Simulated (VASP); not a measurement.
A run of VASP 6.6.1:

File INCAR:

```
SYSTEM = ZnO
ALGO = Normal ; EDIFF = 1E-6
ENCUT = 600 ; GGA = PE
GGA_COMPAT = .FALSE. ; ISIF = 2
ISMEAR = -1 ; LASPH = .TRUE.
LCHARG = .FALSE. ; LREAL = .FALSE.
LWAVE = .FALSE. ; NBANDS = 16
NELM = 120 ; PREC = Accurate
SIGMA = 0.03
```

File KPOINTS:

```
k-points
0
G
  6 6 6
  0 0 0
```

The input POSCAR:

```
ZnO
1.0
    2.6882100000      0.0000000000      0.0000000000
    0.0000000000      2.6882100000      0.0000000000
    0.0000000000      0.0000000000      2.6882100000
Zn O
1 1
Direct
    0.0000000000      0.0000000000      0.0000000000
    0.5000000000      0.5000000000      0.5000000000
```

Potentials or basis: VASP PAW PBE potentials, release 64 (Zn, O).

Command:

```bash
$ cat potpaw_PBE.64/Zn/POTCAR potpaw_PBE.64/O/POTCAR > POTCAR
$ mpirun -np 1 vasp_std > vasp.out
```

Hardware: 1 thread of AMD EPYC 7R13, on a shared host.

Q: Estimate the wall time of this run.

A: It took 9.2 s on 1 thread of AMD EPYC 7R13 (shared host), peak memory 0.11 GiB. Counts: scf iterations 12, k points 20.
